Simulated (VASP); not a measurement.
# HoGeF4 (Cmmm) in VASP: relaxation of cell and atoms with PBE

Aim: the relaxation of cell and atoms of HoGeF4 with PBE.

All numbers are computed with VASP 6.6.1; they aren't measurements. Logs are shortened: lines on timing, memory, paths and dates and some standing lists are left out, and cuts for length are marked.

## (1) The cell of the first run

It takes space group Cmmm (No. 65, orthorhombic). The conventional cell has a = 7.628 Å, b = 10.777 Å, c = 3.445 Å, α = 90.00°, β = 90.00°, γ = 90.00°. Ho (site symmetry mmm) has 6 F at 2.17 Å within 2.9 Å. Ge (site symmetry mmm) has 4 F at 2.38 Å within 3.1 Å. Within 2.9 Å of F (site symmetry 2mm) lie 1 Ho at 2.17 Å and 2 Ge at 2.38 Å. F (site symmetry m2m) has 2 Ho at 2.17 Å and 1 F at 2.64 Å within 2.9 Å.

The cell was generated, and may not be a known phase.

## (2) Relaxation of cell and atoms, PBE

Contents of INCAR:

```
ALGO = Normal
EDIFF = 1E-7
EDIFFG = -0.01
ENCUT = 600
GGA = PE
GGA_COMPAT = F
IBRION = 2
ISIF = 3
ISMEAR = 0
LASPH = T
LCHARG = F
LMAXMIX = 6
LREAL = F
LWAVE = F
NELM = 200
NELMIN = 4
NSW = 100
PREC = Accurate
SIGMA = 0.1
```

Contents of KPOINTS:

```
k-points
0
Gamma
  6 6 12
```

Contents of POSCAR:

```
HoGeF4
1.0
    3.8137633312     -5.3887124192      0.0000000000
    3.8137633312      5.3887124192      0.0000000000
    0.0000000000      0.0000000000      3.4452658671
Ho Ge F
1 1 4
Direct
    0.5000000000      0.5000000000      0.5000000000
    0.0000000000      0.0000000000      0.0000000000
    0.2149635527      0.2149635527      0.5000000000
    0.7850364473      0.7850364473      0.5000000000
    0.6227029119      0.3772970881      0.0000000000
    0.3772970881      0.6227029119      0.0000000000
```

Potentials or basis: VASP PAW PBE potentials, release 64 (Ho_3, Ge_d, F), 4f in core.

Started as:

```console
$ cat potpaw_PBE.64/Ho_3/POTCAR potpaw_PBE.64/Ge_d/POTCAR potpaw_PBE.64/F/POTCAR > POTCAR
$ mpirun -np 1 vasp_std > vasp.out
```

OUTCAR:

```text
EDIFF = 1E-7
   EDIFFG = -0.01
   ENCUT = 600
   GGA = PE
   IBRION = 2
   ISIF = 3
   ISMEAR = 0
   LASPH = T
   LREAL = F
   NELM = 200
   NELMIN = 4
   NSW = 100
   PREC = Accurate

 ion  position               nearest neighbor table
   1  0.500  0.500  0.500-   5 2.17   6 2.17   5 2.17   6 2.17   3 2.17   4 2.17
   2  0.000  0.000  0.000-   3 2.38   4 2.38   3 2.38   4 2.38
   3  0.215  0.215  0.500-   1 2.17   2 2.38   2 2.38
   4  0.785  0.785  0.500-   1 2.17   2 2.38   2 2.38
   5  0.623  0.377  0.000-   1 2.17   1 2.17
   6  0.377  0.623  0.000-   1 2.17   1 2.17

  LATTYP: Found a base centered orthorhombic cell.
 ALAT       =     7.6275266624
 B/A-ratio  =     1.4129645579
 C/A-ratio  =     0.4516884725

  Lattice vectors:

 A1 = (   3.8137633312,  -5.3887124192,   0.0000000000)
 A2 = (   3.8137633312,   5.3887124192,   0.0000000000)
 A3 = (   0.0000000000,   0.0000000000,   3.4452658671)

Analysis of symmetry for initial positions (statically):
=====================================================================
 Subroutine PRICEL returns:
 Original cell was already a primitive cell.

 Routine SETGRP: Setting up the symmetry group for a
 base centered orthorhombic supercell.

 Subroutine GETGRP returns: Found  8 space group operations
 (whereof  8 operations were pure point group operations)
 out of a pool of  8 trial point group operations.

The static configuration has the point symmetry D_2h.

Analysis of symmetry for dynamics (positions and initial velocities):
=====================================================================
 Subroutine PRICEL returns:
 Original cell was already a primitive cell.

 Routine SETGRP: Setting up the symmetry group for a
 base centered orthorhombic supercell.

 Subroutine GETGRP returns: Found  8 space group operations
 (whereof  8 operations were pure point group operations)
 out of a pool of  8 trial point group operations.

The dynamic configuration has the point symmetry D_2h.

 Subroutine INISYM returns: Found  8 space group operations
 (whereof  8 operations are pure point group operations),
 and found     1 'primitive' translations

----------------------------------------------------------------------------------------

                                     Primitive cell

  volume of cell :     141.6092

  direct lattice vectors                    reciprocal lattice vectors
     3.813763331 -5.388712419  0.000000000     0.131104098 -0.092786544  0.000000000
     3.813763331  5.388712419  0.000000000     0.131104098  0.092786544  0.000000000
     0.000000000  0.000000000  3.445265867     0.000000000  0.000000000  0.290253362

  length of vectors
     6.601743125  6.601743125  3.445265867     0.160616397  0.160616397  0.290253362

  position of ions in fractional coordinates (direct lattice)
     0.500000000  0.500000000  0.500000000
     0.000000000  0.000000000  0.000000000
     0.214963553  0.214963553  0.500000000
     0.785036447  0.785036447  0.500000000
     0.622702912  0.377297088  0.000000000
     0.377297088  0.622702912  0.000000000

  ion indices of the primitive-cell ions
   primitive index   ion index
                 1           1
                 2           2
                 3           3
                 4           4
                 5           5
                 6           6

----------------------------------------------------------------------------------------

 KPOINTS: k-points

Automatic generation of k-mesh.
 Grid dimensions read from file:
 generate k-points for:    6    6   12

 Generating k-lattice:

  Cartesian coordinates                     Fractional coordinates (reciprocal lattice)
     0.021850683 -0.015464424  0.000000000     0.166666667  0.000000000  0.000000000
     0.021850683  0.015464424  0.000000000     0.000000000  0.166666667  0.000000000
     0.000000000  0.000000000  0.024187780     0.000000000  0.000000000  0.083333333

  Length of vectors
     0.026769400  0.026769400  0.024187780

  Shift w.r.t. Gamma in fractional coordinates (k-lattice)
     0.000000000  0.000000000  0.000000000

 Subroutine IBZKPT returns following result:
 ===========================================

 Found     91 irreducible k-points:

 Following reciprocal coordinates:
            Coordinates               Weight
  0.000000  0.000000  0.000000      1.000000
  0.166667 -0.000000  0.000000      4.000000
  0.333333  0.000000  0.000000      4.000000
  0.500000 -0.000000  0.000000      2.000000
  0.166667  0.166667  0.000000      2.000000
  0.333333  0.166667  0.000000      4.000000
[... 16 lines left out ...]
  0.333333  0.333333  0.083333      4.000000
  0.500000  0.333333  0.083333      8.000000
 [... further k-points ...]
   k-points           NKPTS =     91   k-points in BZ     NKDIM =     91   number of bands    NBANDS=     30
   number of dos      NEDOS =    301   number of ions     NIONS =      6
   total plane-waves  NPLWV =  81648
   dimension x,y,z NGX =    54 NGY =   54 NGZ =   28
   dimension x,y,z NGXF=   108 NGYF=  108 NGZF=   56
   ions per type =               1   1   4
   NGX,Y,Z   is equivalent  to a cutoff of  13.60, 13.60, 13.51 a.u.
   NGXF,Y,Z  is equivalent  to a cutoff of  27.20, 27.20, 27.02 a.u.
 SYSTEM =  unknown system
   PREC   = accura    normal or accurate (medium, high low for compatibility)
   ISTART =      0    job   : 0-new  1-cont  2-samecut
   ICHARG =      2    charge: 1-file 2-atom 10-const
   ISPIN  =      1    spin polarized calculation?
   LNONCOLLINEAR =      F non collinear calculations
   LSORBIT =      F    spin-orbit coupling
   LASPH  =      T    aspherical Exc in radial PAW
   ENCUT  =  600.0 eV  44.10 Ry    6.64 a.u.  13.19 13.19  6.88*2*pi/ulx,y,z
   NELM   =    200;   NELMIN=  4; NELMDL= -5     # of ELM steps
   EDIFF  = 0.1E-06   stopping-criterion for ELM
   LREAL  =      F    real-space projection
   EDIFFG = -.1E-01   stopping-criterion for IOM
   NSW    =    100    number of steps for IOM
   IBRION =      2    ionic relax: 0-MD 1-quasi-New 2-CG
   NFREE  =      1    steps in history (QN), initial steepest desc. (CG)
   ISIF   =      3    stress and relaxation
   ISYM   =      2    0-nonsym 1-usesym 2-fastsym
   POTIM  = 0.5000    time-step for ionic-motion
   TEBEG  =    0.0;   TEEND  =   0.0 temperature during run
   PSTRESS=    0.0 pullay stress
   NELECT =      51.0000    total number of electrons
   NUPDOWN=      -1.0000    fix difference up-down
   EMIN   =  10.00;   EMAX   =-10.00  energy-range for DOS
   EFERMI =   0.00;   METHOD = LEGACY
   ISMEAR =     0;   SIGMA  =   0.10  broadening in eV -4-tet -1-fermi 0-gaus
   EFERMI_NEDOS =   21; number of points for ismear=-14 and -15
   IALGO  =     38    algorithm
   IMIX   =      4    mixing-type and parameters
     AMIX     =   0.40;   BMIX     =  1.00
     AMIX_MAG =   1.60;   BMIX_MAG =  1.00
  volume/ion in A,a.u.               =      23.60       159.27
  Fermi-wavevector in a.u.,A,eV,Ry     =   1.164754  2.201067 18.458385  1.356653
  Thomas-Fermi vector in A             =   2.301289
   LORBIT       =      0    0 simple, 1 ext, 2 COOP (PROOUT), +10 PAW based schemes
   GGA     = PE    functional components
   LHFCALC =     F    Hartree Fock is set to
   AEXX    =    0.0000 exact exchange contribution
   IVDW    =     0    specifies the selected vdW correction
   LEPSILON=     F    determine dielectric tensor
   LRPA    =     F    only Hartree local field effects (RPA)
 conjugate gradient relaxation of ions
 non-spin polarized calculation
 Gauss-broadening in eV      SIGMA  =   0.10
  energy-cutoff  :      600.00
  volume of cell :      141.61
 maximum number of plane-waves:      4772
 NGX is ok and might be reduce to    54
   NGX = 27   NGY = 27   NGZ = 13

--------------------------------------- Ionic step        1  -------------------------------------------

 number of electron      50.9999996 magnetization

 Free energy of the ion-electron system (eV)
  ---------------------------------------------------
  ext. energy  EPLUGINS =         0.00000000
  ---------------------------------------------------
  free energy    TOTEN  =       -33.35288315 eV

  energy without entropy =      -33.34260766  energy(sigma->0) =      -33.34774541

------------------------ aborting loop because EDIFF is reached ----------------------------------------

  FORCE on cell =-STRESS in cart. coord.  units (eV):
  Direction    XX          YY          ZZ          XY          YZ          ZX
  --------------------------------------------------------------------------------------
  -------------------------------------------------------------------------------------
  Total        0.4031817      0.3808351      0.7858477     -0.0000000      0.0000000      0.0000000
  in kB        4.5616280      4.3087977      8.8911404     -0.0000000      0.0000000      0.0000000
  external PRESSURE =       5.9205220 kB  Pullay stress =       0.0000000 kB
[... 101 lines left out ...]
  FREE ENERGIE OF THE ION-ELECTRON SYSTEM (eV)
  ---------------------------------------------------
  free  energy   TOTEN  =       -33.3572568333 eV

  energy  without entropy=      -33.3467226048  energy(sigma->0) =      -33.35198972

[... ionic steps 4 to 22 ...]

--------------------------------------- Ionic step       23  -------------------------------------------

 number of electron      50.9999989 magnetization

------------------------ aborting loop because EDIFF is reached ----------------------------------------

  FORCE on cell =-STRESS in cart. coord.  units (eV):
  Direction    XX          YY          ZZ          XY          YZ          ZX
  --------------------------------------------------------------------------------------
  -------------------------------------------------------------------------------------
  Total       -0.0037343      0.0122746     -0.0070509      0.0000000      0.0000000      0.0000000
  in kB       -0.0436956      0.1436252     -0.0825027      0.0000000      0.0000000      0.0000000
  external PRESSURE =       0.0058090 kB  Pullay stress =       0.0000000 kB
[... 65 lines left out ...]
  energy  without entropy=      -33.3506822164  energy(sigma->0) =      -33.35608677

--------------------------------------- Ionic step       25  -------------------------------------------

 number of electron      50.9999985 magnetization

 Free energy of the ion-electron system (eV)
  ---------------------------------------------------
  ext. energy  EPLUGINS =         0.00000000
  ---------------------------------------------------
  free energy    TOTEN  =       -33.36154090 eV

  energy without entropy =      -33.35063277  energy(sigma->0) =      -33.35608683

 E-fermi :   1.3812     XC(G=0):  -7.4855

 val. band max:        1.3788415973   @ k =   0.3333   0.1667   0.2500
 cond. band min:       1.3935563456   @ k =   0.3333   0.0000   0.2500
 fundamental gap:      0.0147147484
 Fermi energy:         1.3812151428

 k-point     1 :       0.0000    0.0000    0.0000
  band No.  band energies     occupation
      1     -25.3545      2.00000
      2     -25.1578      2.00000
      3     -24.9312      2.00000
      4     -24.9146      2.00000
      5     -24.7192      2.00000
      6     -24.7099      2.00000
[... 781 lines left out ...]
     29       4.5313      0.00000
     30       4.8320      0.00000

 [... further k-points ...]

------------------------ aborting loop because EDIFF is reached ----------------------------------------

  FORCE on cell =-STRESS in cart. coord.  units (eV):
  Direction    XX          YY          ZZ          XY          YZ          ZX
  --------------------------------------------------------------------------------------
  -------------------------------------------------------------------------------------
  Total       -0.0054547     -0.0384027     -0.0272100      0.0000000      0.0000000      0.0000000
  in kB       -0.0639856     -0.4504795     -0.3191854      0.0000000      0.0000000      0.0000000
  external PRESSURE =      -0.2778835 kB  Pullay stress =       0.0000000 kB
[... 21 lines left out ...]
  FREE ENERGIE OF THE ION-ELECTRON SYSTEM (eV)
  ---------------------------------------------------
  free  energy   TOTEN  =       -33.3615408960 eV

  energy  without entropy=      -33.3506327717  energy(sigma->0) =      -33.35608683

 reached required accuracy - stopping structural energy minimisation
```

Run time: 1.7 h. Hardware: 1 thread of Intel Xeon Platinum 8488C (Sapphire Rapids), shared host; peak memory 0.61 GiB.

Results:

* Free energy: -33.3615 eV
* Relaxed volume: 22.76 Å³/atom
* Relaxed cell: a = 6.424 Å, b = 6.424 Å, c = 3.467 Å, α = 90.00°, β = 90.00°, γ = 107.33°
* Space group after relaxing (to 0.1 Å): Cmmm (No. 65)
* Energy gained by relaxing: 1.4 meV/atom
* Ionic steps: 25
* Pressure after relaxing: 0.0 GPa
* Largest force after relaxing: 0.010 eV/Å
* Band gap on the k mesh: zero (an odd number of electrons rules out a gap without spin polarisation)

Forces in eV/Å, atoms in the order of the input:
```
Ho   0.000  0.000  0.000
Ge   0.000  0.000  0.000
F    0.010  0.000  0.000
F   -0.010  0.000  0.000
F    0.000  0.008  0.000
F    0.000 -0.008  0.000
```

The path:
| step | energy change (eV) | largest force (eV/Å) | pressure (GPa) | volume (Å³) |
| --- | --- | --- | --- | --- |
| 1 | 0.0000 | 0.1926 | 0.59 | 141.61 |
| 2 | -0.0034 | 0.0622 | -0.42 | 143.40 |
| 3 | -0.0044 | 0.0481 | -0.11 | 142.82 |
| 4 | -0.0048 | 0.0342 | -0.06 | 142.58 |
| 5 | -0.0052 | 0.0176 | -0.05 | 142.30 |
| 6 | -0.0052 | 0.0174 | 0.02 | 141.75 |
| 7 | -0.0053 | 0.0087 | 0.00 | 142.01 |
| 8 | -0.0056 | 0.0168 | -0.03 | 141.82 |
| 9 | -0.0057 | 0.0456 | -0.05 | 141.48 |
| 10 | -0.0059 | 0.0357 | -0.03 | 141.24 |
| 11 | -0.0060 | 0.0424 | -0.02 | 140.86 |
| 12 | -0.0063 | 0.0324 | -0.02 | 140.67 |
| 13 | -0.0069 | 0.0034 | -0.03 | 140.11 |
| 14 | -0.0074 | 0.0538 | -0.08 | 138.98 |
| 15 | -0.0076 | 0.0461 | -0.05 | 138.77 |
| 16 | -0.0079 | 0.0231 | 0.01 | 138.16 |
| 17 | -0.0077 | 0.0241 | 0.16 | 136.93 |
| 18 | -0.0080 | 0.0088 | 0.06 | 137.78 |
| 19 | -0.0081 | 0.0057 | 0.03 | 137.69 |
| 20 | -0.0084 | 0.0068 | -0.06 | 137.42 |
| 21 | -0.0084 | 0.0077 | -0.08 | 137.37 |
| 22 | -0.0085 | 0.0216 | -0.03 | 137.10 |
| 23 | -0.0085 | 0.0305 | 0.00 | 136.93 |
| 24 | -0.0086 | 0.0180 | -0.01 | 136.82 |
| 25 | -0.0087 | 0.0097 | -0.03 | 136.58 |

Final structure:
```
Ho Ge F
1.0
     3.80642   -5.17493    0.00000
     3.80642    5.17493    0.00000
     0.00000    0.00000    3.46694
Ho Ge F
1 1 4
Direct
  0.50000 0.50000 0.50000
  0.00000 0.00000 0.00000
  0.21311 0.21311 0.50000
  0.78689 0.78689 0.50000
  0.62856 0.37144 0.00000
  0.37144 0.62856 0.00000
```

Caveat: spin-orbit coupling is left out, which moves the levels of the heavy elements; the 4f electrons are frozen in the core, so they carry no moment and show no levels; an odd number of electrons without spin polarisation forces a metal; a magnetic or distorted state may lie lower; the run has no spin polarisation, though such a crystal can be magnetic. With open d or f shells a metallic result of PBE can be an artefact of self-interaction; +U or a hybrid may open a gap.
